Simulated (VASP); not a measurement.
Wanted: the native input for a VASP 6.6.1 run.

```
Task                   : single point
Functional             : PBE
Potentials or basis    : VASP PAW PBE potentials, release 64 (Si, Ni)
Cutoff                 : 520 eV
k mesh                 : 12 × 12 × 6
Occupations            : gaussian, width 0.1 eV
Spin                   : no spin polarisation
Dipole correction      : no
Further INCAR settings : ALGO = Normal; EDIFF = 1e-07; NBANDS = 27
```

The structure of Si2Ni lies in POSCAR:

```
Si2Ni
1.0
    4.6665982865      0.0000000000      0.0000000000
   -2.3332991432      4.0413926654      0.0000000000
    0.0000000000      0.0000000000      6.5535831207
Si Ni
4 2
Direct
    0.5000000000      0.0000000000      0.0000000000
    0.0000000000      0.5000000000      0.0000000000
    0.5000000000      0.5000000000      0.0000000000
    0.0000000000      0.0000000000      0.5000000000
    0.0000000000      0.0000000000      0.8226565046
    0.0000000000      0.0000000000      0.1773434954
```

The input as run:

INCAR

```
PREC = Accurate
ENCUT = 520
EDIFF = 1E-7
ISMEAR = 0
SIGMA = 0.1
LREAL = F
LASPH = T
NELM = 100
ALGO = Normal
ISIF = 2
LWAVE = F
LCHARG = T
GGA = PE
LELF = T
LVHAR = T
NBANDS = 27
```

KPOINTS

```
Automatic mesh
0
Gamma
  12 12 6
```

Potentials or basis: VASP PAW PBE potentials, release 64 (Si, Ni).

The run is started by

```console
$ cat potpaw_PBE.64/Si/POTCAR potpaw_PBE.64/Ni/POTCAR > POTCAR
$ mpirun -np 1 vasp_std > vasp.out
```

Results of the run:

| Quantity | Value |
| --- | --- |
| Pressure | 0.0 GPa |
| Band gap on the k mesh | zero (band 18 reaches 5.26 eV, above the bottom of band 19 at 3.74 eV) |

It took 4.7 min on 1 thread of Intel(R) Xeon(R) Platinum 8259CL CPU @ 2.50GHz (Skylake/Cascade Lake) (shared host), peak memory 0.37 GiB.
